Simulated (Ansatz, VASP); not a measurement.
## Two plane-wave programs on NaH

File POSCAR:

```
NaH
1.0
    0.0839129301      2.4814252199      2.4814252199
    2.4814252199      0.0839129301      2.4814252199
    2.4814252199      2.4814252199      0.0839129301
Na H
1 1
Direct
    0.0000000000      0.0000000000      0.0000000000
    0.5000000000      0.5000000000      0.5000000000
```

The input INCAR.step1:

```
PREC     = Accurate       # precision mode
ENCUT    = 520            # plane-wave cutoff, eV
EDIFF    = 1E-5           # SCF threshold, eV
ISMEAR   = 0              # smearing method
SIGMA    = 0.01           # smearing width, eV
LREAL    = F              # projectors in reciprocal space
LASPH    = T              # aspherical terms in the spheres
NELM     = 80             # most SCF steps
ALGO     = Normal         # electronic algorithm
ISIF     = 2              # what is computed and relaxed
LWAVE    = T              # write WAVECAR
NBANDS   = 11             # bands
GGA      = PE             # functional
```

Contents of INCAR.step2:

```
PREC     = Accurate       # precision mode
ENCUT    = 520            # plane-wave cutoff, eV
EDIFF    = 1E-6           # SCF threshold, eV
ISMEAR   = 0              # smearing method
SIGMA    = 0.01           # smearing width, eV
LREAL    = F              # projectors in reciprocal space
LASPH    = T              # aspherical terms in the spheres
NELM     = 80             # most SCF steps
ALGO     = Normal         # electronic algorithm
ISIF     = 2              # what is computed and relaxed
LWAVE    = F              # write WAVECAR
LCHARG   = T              # write CHGCAR
GGA      = PE             # functional
LHFCALC  = T              # exact exchange
HFSCREEN = 0.2079         # screening, 1/A
PRECFOCK = Normal       
LELF     = T              # ELF
LVHAR    = T            
NBANDS   = 11             # bands
ISTART   = 1
```

File KPOINTS:

```
regular mesh
0
Gamma
  6 6 6
```

Input for Ansatz:

```yaml
crystal:
  lattice:
    - [0.0839129301, 2.4814252199, 2.4814252199]
    - [2.4814252199, 0.0839129301, 2.4814252199]
    - [2.4814252199, 2.4814252199, 0.0839129301]
  atoms:
    - { symbol: Na, position: [0.0, 0.0, 0.0] }
    - { symbol: H, position: [0.5, 0.5, 0.5] }
kpoints:
  mp_grid: { grid: [6, 6, 6] }
  band_path:
    path:
      - [0.0, 0.0, 0.0]
      - [0.5, 0.0, 0.5]
      - [0.625, 0.25, 0.625]
      - [0.375, 0.375, 0.75]
      - [0.5, 0.5, 0.5]
      - [0.5, 0.25, 0.75]
    npoints: 1
hamiltonian:
  xc: hse06
scf:
  occupations: { method: fixed }
  n_extra_bands: 4
output:
  forces: true
  stress: true
  eigenvalues: true
  write_density: true
  write_potential: true
  elf: true
  volumetric_format: npy
```

Change from the starting cell: shear_111 strain +5.2%.

Alike in both runs: task single point; functional HSE06; k mesh 6 × 6 × 6; no spin polarisation.

|  | VASP | Ansatz |
| --- | --- | --- |
| version | VASP 6.6.1 | Ansatz 0.2.0 |
| potentials or method | VASP PAW PBE potentials, release 64 (Na_pv, H) | plane waves, PAW |
| plane-wave cutoff (eV) | 520 | 420 |
| occupations | gaussian, width 0.01 eV | fixed |
| valence electrons in the cell | 8 | 10 |

|  | VASP | Ansatz | Ansatz less VASP |
| --- | --- | --- | --- |
| gap on the k mesh at the Fermi level (eV) | 4.47 | 4.48 | +0.006 |
| pressure (GPa) | -1.0 | -1.0 | 0.00 |
| traceless stress, the component that is largest in VASP (GPa) | -0.84 | -0.84 | +0.002 |

VASP's potentials hold 8 valence electrons a cell and Ansatz's 10, so a difference there can come from the potentials and not from the codes. Ansatz's warnings: stress exchange threshold loose, stress scf threshold loose.
